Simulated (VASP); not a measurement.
# FeS2 (Pnnm) in VASP: dielectric tensor with PBE

Aim: the dielectric tensor of FeS2 with PBE.

All numbers are computed with VASP 6.6.1; they aren't measurements. Logs are shortened: lines on timing, memory, paths and dates and some standing lists are left out, and cuts for length are marked.

### Step 1. The cell of the first run

The structure is orthorhombic, space group Pnnm (No. 58). Conventional cell: a = 4.431 Å, b = 5.401 Å, c = 3.379 Å, α = 90.00°, β = 90.00°, γ = 90.00°. Within 2.9 Å of Fe (site symmetry 2/m) lie 6 S at 2.23 to 2.25 Å. Within 3.6 Å of S (site symmetry m) lie 12 S at 2.22 to 3.38 Å and 6 Fe at 2.23 to 3.60 Å.

### Step 2. Dielectric tensor, PBE

Input file INCAR:

```
SYSTEM = FeS2
PREC     = Accurate       ! precision mode
ENCUT    = 520            ! plane-wave cutoff, eV
EDIFF    = 1E-8           ! SCF threshold, eV
ISMEAR   = 0              ! smearing method
SIGMA    = 0.01           ! smearing width, eV
LREAL    = .False.        ! projectors in reciprocal space
LASPH    = .True.         ! aspherical terms in the spheres
NELM     = 120            ! most SCF steps
ALGO     = Normal         ! electronic algorithm
ISIF     = 2              ! what is computed and relaxed
LWAVE    = .False.        ! write WAVECAR
LCHARG   = .False.        ! write CHGCAR
GGA      = PE             ! functional
LEPSILON = .True.         ! dielectric tensor by DFPT
GGA_COMPAT= .False.
```

Input file KPOINTS:

```
Automatic mesh
0
Gamma
  6 4 6
  0 0 0
```

Input file POSCAR:

```
FeS2
1.0
    4.4308097358      0.0000000000      0.0000000000
    0.0000000000      5.4005600319      0.0000000000
    0.0000000000      0.0000000000      3.3792372752
Fe S
2 4
Direct
    0.5000000000      0.5000000000      0.5000000000
    0.0000000000      0.0000000000      0.0000000000
    0.2990462953      0.8778423373      0.5000000000
    0.7009537047      0.1221576627      0.5000000000
    0.2009537047      0.3778423373      0.0000000000
    0.7990462953      0.6221576627      0.0000000000
```

Potentials or basis: VASP PAW PBE potentials, release 64 (Fe, S).

Command:

```bash
> cat potpaw_PBE.64/Fe/POTCAR potpaw_PBE.64/S/POTCAR > POTCAR
> mpirun -np 1 vasp_std > vasp.out
```

OUTCAR:

```text
SYSTEM = FeS2
   PREC = Accurate
   ENCUT = 520
   EDIFF = 1E-8
   ISMEAR = 0
   LREAL = .False.
   LASPH = .True.
   NELM = 120
   ISIF = 2
   GGA = PE
   LEPSILON = .True.

 ion  position               nearest neighbor table
   1  0.500  0.500  0.500-   3 2.23   4 2.23   5 2.25   6 2.25   5 2.25   6 2.25
   2  0.000  0.000  0.000-   5 2.23   6 2.23   3 2.25   4 2.25   3 2.25   4 2.25
   3  0.299  0.878  0.500-   4 2.22   1 2.23   2 2.25   2 2.25
   4  0.701  0.122  0.500-   3 2.22   1 2.23   2 2.25   2 2.25
   5  0.201  0.378  0.000-   6 2.22   2 2.23   1 2.25   1 2.25
   6  0.799  0.622  0.000-   5 2.22   2 2.23   1 2.25   1 2.25

  LATTYP: Found a simple orthorhombic cell.
 ALAT       =     3.3792372752
 B/A-ratio  =     1.3111863344
 C/A-ratio  =     1.5981594638

  Lattice vectors:

 A1 = (   0.0000000000,   0.0000000000,   3.3792372752)
 A2 = (   4.4308097358,   0.0000000000,   0.0000000000)
 A3 = (   0.0000000000,   5.4005600319,   0.0000000000)

Analysis of symmetry for initial positions (statically):
=====================================================================
 Subroutine PRICEL returns:
 Original cell was already a primitive cell.

 Routine SETGRP: Setting up the symmetry group for a
 simple orthorhombic supercell.

 Subroutine GETGRP returns: Found  8 space group operations
 (whereof  4 operations were pure point group operations)
 out of a pool of  8 trial point group operations.

The static configuration has the point symmetry C_2h.
 The point group associated with its full space group is D_2h.

Analysis of symmetry for dynamics (positions and initial velocities):
=====================================================================
 Subroutine PRICEL returns:
 Original cell was already a primitive cell.

 Routine SETGRP: Setting up the symmetry group for a
 simple orthorhombic supercell.

 Subroutine GETGRP returns: Found  8 space group operations
 (whereof  4 operations were pure point group operations)
 out of a pool of  8 trial point group operations.

The dynamic configuration has the point symmetry C_2h.
 The point group associated with its full space group is D_2h.

 Subroutine INISYM returns: Found  8 space group operations
 (whereof  4 operations are pure point group operations),
 and found     1 'primitive' translations

----------------------------------------------------------------------------------------

                                     Primitive cell

  volume of cell :      80.8613

  direct lattice vectors                    reciprocal lattice vectors
     4.430809736  0.000000000  0.000000000     0.225692381  0.000000000  0.000000000
     0.000000000  5.400560032  0.000000000     0.000000000  0.185165982  0.000000000
     0.000000000  0.000000000  3.379237275     0.000000000  0.000000000  0.295924766

  length of vectors
     4.430809736  5.400560032  3.379237275     0.225692381  0.185165982  0.295924766

  position of ions in fractional coordinates (direct lattice)
     0.500000000  0.500000000  0.500000000
     0.000000000  0.000000000  0.000000000
     0.299046295  0.877842337  0.500000000
     0.700953705  0.122157663  0.500000000
     0.200953705  0.377842337  0.000000000
     0.799046295  0.622157663  0.000000000

  ion indices of the primitive-cell ions
   primitive index   ion index
                 1           1
                 2           2
                 3           3
                 4           4
                 5           5
                 6           6

----------------------------------------------------------------------------------------

 KPOINTS: Automatic mesh

Automatic generation of k-mesh.
 Grid dimensions read from file:
 generate k-points for:    6    4    6

 Generating k-lattice:

  Cartesian coordinates                     Fractional coordinates (reciprocal lattice)
     0.037615397  0.000000000  0.000000000     0.166666667  0.000000000  0.000000000
     0.000000000  0.046291495  0.000000000     0.000000000  0.250000000  0.000000000
[... 65 lines left out ...]
   ISYM   =      2    0-nonsym 1-usesym 2-fastsym
   POTIM  = 0.5000    time-step for ionic-motion
   TEBEG  =    0.0;   TEEND  =   0.0 temperature during run
   PSTRESS=    0.0 pullay stress
   NELECT =      40.0000    total number of electrons
   NUPDOWN=      -1.0000    fix difference up-down
   EMIN   =  10.00;   EMAX   =-10.00  energy-range for DOS
   EFERMI =   0.00;   METHOD = LEGACY
   ISMEAR =     0;   SIGMA  =   0.01  broadening in eV -4-tet -1-fermi 0-gaus
   EFERMI_NEDOS =   21; number of points for ismear=-14 and -15
   IALGO  =     38    algorithm
   IMIX   =      4    mixing-type and parameters
     AMIX     =   0.40;   BMIX     =  1.00
     AMIX_MAG =   1.60;   BMIX_MAG =  1.00
  volume/ion in A,a.u.               =      13.48        90.95
  Fermi-wavevector in a.u.,A,eV,Ry     =   1.294736  2.446697 22.808016  1.676342
  Thomas-Fermi vector in A             =   2.426300
   LORBIT       =      0    0 simple, 1 ext, 2 COOP (PROOUT), +10 PAW based schemes
   GGA     = PE    functional components
   LHFCALC =     F    Hartree Fock is set to
   AEXX    =    0.0000 exact exchange contribution
   IVDW    =     0    specifies the selected vdW correction
   LEPSILON=     T    determine dielectric tensor
   LRPA    =     F    only Hartree local field effects (RPA)
 non-spin polarized calculation
 Gauss-broadening in eV      SIGMA  =   0.01
  energy-cutoff  :      520.00
  volume of cell :       80.86
 maximum number of plane-waves:      2204
 NGX is ok and might be reduce to    36
   NGX = 17   NGY = 21   NGZ = 13

--------------------------------------- Ionic step        1  -------------------------------------------

 number of electron      39.9999994 magnetization

 E-fermi :   7.9322     XC(G=0): -11.7481

 val. band max:        7.8319210363   @ k =   0.3333   0.0000   0.1667
 cond. band min:       8.7290486448   @ k =   0.0000   0.5000   0.5000
 fundamental gap:      0.8971276085
 Fermi energy:         7.9322384734

 k-point     1 :       0.0000    0.0000    0.0000
  band No.  band energies     occupation
      1      -9.0114      2.00000
      2      -6.7097      2.00000
      3      -4.6428      2.00000
      4      -3.9260      2.00000
      5       0.1884      2.00000
      6       1.7757      2.00000
[... 637 lines left out ...]
     23       9.5423      0.00000
     24       9.5423      0.00000

 [... further k-points ...]

  FORCE on cell =-STRESS in cart. coord.  units (eV):
  Direction    XX          YY          ZZ          XY          YZ          ZX
  --------------------------------------------------------------------------------------
  -------------------------------------------------------------------------------------
  Total        0.4757985      0.5655040      0.3590587      0.0000000      0.0000000      0.0000000
  in kB        9.4274249     11.2048400      7.1143539      0.0000000      0.0000000      0.0000000
  external PRESSURE =       9.2488729 kB  Pullay stress =       0.0000000 kB

 VOLUME and BASIS-vectors are now :
 -----------------------------------------------------------------------------
  energy-cutoff  :      520.00
  volume of cell :       80.86
      direct lattice vectors                 reciprocal lattice vectors
     4.430809736  0.000000000  0.000000000     0.225692381  0.000000000  0.000000000
     0.000000000  5.400560032  0.000000000     0.000000000  0.185165982  0.000000000
     0.000000000  0.000000000  3.379237275     0.000000000  0.000000000  0.295924766

 POSITION                                       TOTAL-FORCE (eV/Angst)
 -----------------------------------------------------------------------------------
      2.21540      2.70028      1.68962         0.000000      0.000000      0.000000
      0.00000      0.00000      0.00000         0.000000      0.000000      0.000000
      1.32502      4.74084      1.68962        -0.225583     -0.118629      0.000000
      3.10579      0.65972      1.68962         0.225583      0.118629      0.000000
      0.89039      2.04056      0.00000         0.225583     -0.118629     -0.000000
      3.54042      3.36000      0.00000        -0.225583      0.118629      0.000000
 -----------------------------------------------------------------------------------
    total drift:                               -0.000000      0.000000      0.000000

  FREE ENERGIE OF THE ION-ELECTRON SYSTEM (eV)
  ---------------------------------------------------
  free  energy   TOTEN  =       -36.0930107186 eV

  energy  without entropy=      -36.0930107186  energy(sigma->0) =      -36.09301072

 HEAD OF MICROSCOPIC STATIC DIELECTRIC TENSOR (INDEPENDENT PARTICLE, excluding Hartree and local field effects)
 ------------------------------------------------------
          21.932627     0.000000     0.000000
          -0.000000    20.434797     0.000000
           0.000000     0.000000    18.922879
 ------------------------------------------------------

 Free energy of the ion-electron system (eV)
  ---------------------------------------------------
  ---------------------------------------------------
  free energy    TOTEN  =        -4.71624403 eV

  energy without entropy =       -4.71624403

------------------------ aborting loop because EDIFF is reached ----------------------------------------

--------------------------------------- Ionic step        2  -------------------------------------------

------------------------ aborting loop because EDIFF is reached ----------------------------------------

--------------------------------------- Ionic step        3  -------------------------------------------

 Free energy of the ion-electron system (eV)
  ---------------------------------------------------
  ---------------------------------------------------
  free energy    TOTEN  =        -4.03862071 eV

  energy without entropy =       -4.03862071

------------------------ aborting loop because EDIFF is reached ----------------------------------------

 PIEZOELECTRIC TENSOR FIELD DIRECTION 3  (e Angst)
 -----------------------------------------------------------------------------
    -0.02574  0.00000  0.00000           ( -0.00123  0.00000  0.00000)
     0.00000 -0.01141  0.00000           (  0.00000 -0.00034  0.00000)
     0.00000  0.00000  0.00487           (  0.00000  0.00000  0.00082)

 PIEZOELECTRIC TENSOR FIELD DIRECTION 3  (C/m^2)
 -----------------------------------------------------------------------------
    -0.00510  0.00000  0.00000
     0.00000 -0.00226  0.00000
     0.00000  0.00000  0.00097

 MACROSCOPIC STATIC DIELECTRIC TENSOR (including local field effects in DFT)
 ------------------------------------------------------
          21.470610     0.000000     0.000000
           0.000000    20.047301     0.000000
           0.000000     0.000000    18.615942
 ------------------------------------------------------

 PIEZOELECTRIC TENSOR (including local field effects)  for field in x, y, z        (e  Angst)
          XX          YY          ZZ          XY          YZ          ZX
  --------------------------------------------------------------------------------
  x     0.00000     0.00000     0.00000     0.00000     0.00000     0.00000
  y     0.00000     0.00000     0.00000     0.00000     0.00000     0.00000
  z     0.00000     0.00000     0.00000     0.00000     0.00000     0.00000

 PIEZOELECTRIC TENSOR (including local field effects)  for field in x, y, z        (C/m^2)
          XX          YY          ZZ          XY          YZ          ZX
  --------------------------------------------------------------------------------
  x     0.00000     0.00000     0.00000     0.00000     0.00000     0.00000
  y     0.00000     0.00000     0.00000     0.00000     0.00000     0.00000
  z     0.00000     0.00000     0.00000     0.00000     0.00000     0.00000

 BORN EFFECTIVE CHARGES (including local field effects) (in |e|, cummulative output)
 ---------------------------------------------------------------------------------
 ion    1
    1    -4.14799     0.79233     0.00000
    2     0.59974    -4.90743     0.00000
    3     0.00000     0.00000    -3.43998
 ion    2
    1    -4.14799    -0.79233     0.00000
    2    -0.59974    -4.90743     0.00000
    3     0.00000     0.00000    -3.43998
 ion    3
    1     2.07399     0.35644     0.00000
    2     0.39198     2.45372     0.00000
    3     0.00000     0.00000     1.71999
 ion    4
    1     2.07399     0.35644     0.00000
    2     0.39198     2.45372     0.00000
    3     0.00000     0.00000     1.71999
 ion    5
    1     2.07399    -0.35644     0.00000
    2    -0.39198     2.45372     0.00000
    3     0.00000     0.00000     1.71999
 ion    6
    1     2.07399    -0.35644     0.00000
    2    -0.39198     2.45372     0.00000
    3     0.00000     0.00000     1.71999
```

Run time: 17 min. Hardware: 1 thread of AMD EPYC 7R13 (Zen 3), shared host; peak memory 0.36 GiB.

Results:

```yaml
Band_gap_on_the_k_mesh: 0.90 eV (least direct gap 1.19 eV)
Electronic_dielectric_tensor_diagonal: 21.47, 20.05, 18.62
Born_charges_mean_of_the_diagonal: Fe -4.17; S +2.08 e
```

Levels at points of the mesh, in eV from the valence-band top:
```tsv
k point	band 17	band 18	band 19	band 20	band 21	band 22	band 23	band 24
(0.00, 0.00, 0.00)	-0.95	-0.73	-0.70	-0.49	1.28	1.45	2.86	3.12
(0.50, 0.00, 0.00)	-0.64	-0.64	-0.06	-0.06	1.78	1.78	2.01	2.01
(0.00, 0.50, 0.00)	-0.79	-0.79	-0.31	-0.31	1.18	1.18	2.47	2.47
(0.50, 0.50, 0.00)	-1.08	-1.08	-0.87	-0.87	1.40	1.40	1.94	1.94
(0.00, 0.00, 0.50)	-0.89	-0.89	-0.37	-0.37	1.50	1.50	1.71	1.71
(0.50, 0.00, 0.50)	-0.74	-0.74	-0.30	-0.30	1.55	1.55	2.08	2.08
(0.00, 0.50, 0.50)	-1.39	-1.39	-0.34	-0.34	0.90	0.90	2.18	2.18
(0.50, 0.50, 0.50)	-0.59	-0.59	-0.32	-0.32	1.72	1.72	2.12	2.12
```

Electronic dielectric tensor:
```
21.47  0.00  0.00
 0.00 20.05  0.00
 0.00  0.00 18.62
```

Born effective charge tensors (e):
atom 1, Fe
```
-4.15  0.79  0.00
 0.60 -4.91  0.00
 0.00  0.00 -3.44
```
atom 2, Fe
```
-4.15 -0.79  0.00
-0.60 -4.91  0.00
 0.00  0.00 -3.44
```
atom 3, S
```
2.07 0.36 0.00
0.39 2.45 0.00
0.00 0.00 1.72
```
atom 4, S
```
2.07 0.36 0.00
0.39 2.45 0.00
0.00 0.00 1.72
```
atom 5, S
```
 2.07 -0.36  0.00
-0.39  2.45  0.00
 0.00  0.00  1.72
```
atom 6, S
```
 2.07 -0.36  0.00
-0.39  2.45  0.00
 0.00  0.00  1.72
```
